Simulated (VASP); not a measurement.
Here is a VASP 6.6.1 calculation.

The input INCAR:

```
PREC = Accurate
ENCUT = 520
EDIFF = 1E-6
ISMEAR = 0
SIGMA = 0.15
LREAL = False
LASPH = True
NELM = 60
ALGO = Normal
ISIF = 2
LWAVE = False
LCHARG = True
GGA = PE
LELF = True
LVHAR = True
NBANDS = 15
```

KPOINTS

```
Automatic mesh
0
Gamma
  18 18 16
```

File POSCAR:

```
TaN
1.0
    2.8617000000      0.0000000000      0.0000000000
   -1.4308500000      2.4783048980      0.0000000000
    0.0000000000      0.0000000000      3.0137000000
Ta N
1 1
Direct
    0.3333333333      0.6666666667      0.5000000000
    0.0000000000      0.0000000000      0.0000000000
```

Potentials or basis: VASP PAW PBE potentials, release 64 (Ta_pv, N).

The run is started by

```sh
$ cat potpaw_PBE.64/Ta_pv/POTCAR potpaw_PBE.64/N/POTCAR > POTCAR
$ mpirun -np 1 vasp_std > vasp.out
```

(1) What does it give for the band gap on the k mesh?

(2) Estimate the pressure.

## Answers

(1) zero (bands 8 and 9 overlap by 0.43 eV).

(2) 7.6 GPa.

Caveat: the stress differs along the axes, from -22 to 22 GPa; spin-orbit coupling is left out, which moves the levels of the heavy elements.
